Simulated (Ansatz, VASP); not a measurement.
**Two plane-wave programs on Si3TeW**

```
Si Te W
1.0
     4.87115    0.00000    0.00000
     0.00000    4.87115    0.00000
     0.00000    0.00000    4.87115
Si Te W
3 1 1
Direct
  0.00000 0.50000 0.50000
  0.50000 0.00000 0.50000
  0.50000 0.50000 0.00000
  0.50000 0.50000 0.50000
  0.00000 0.00000 0.00000
```

Alike in both runs: functional PBE; k mesh 4 × 4 × 4; occupations gaussian, width 0.1 eV; no spin polarisation.

Ansatz relaxed the structure, and its values are those at the end. VASP's run is a single point on that final structure, the one shown.

|  | VASP | Ansatz |
| --- | --- | --- |
| version | VASP 6.6.1 | Ansatz 0.2.0 |
| potentials or method | VASP PAW PBE potentials, release 64 (Si, Te, W_sv), cutoff 520 eV | scalar-relativistic, plane waves, PAW |
| valence electrons in the cell | 32 | 42 |

|  | VASP | Ansatz | Ansatz less VASP |
| --- | --- | --- | --- |
| gap on the k mesh at the Fermi level (eV) | none | none | - |
| pressure (GPa) | 0.6 | 0.4 | -0.21 |

A gap of «none» marks a metal or a gap that the smearing closes. VASP's potentials hold 32 valence electrons a cell and Ansatz's 42, so a difference there can come from the potentials and not from the codes.

Spin-orbit coupling is off throughout.
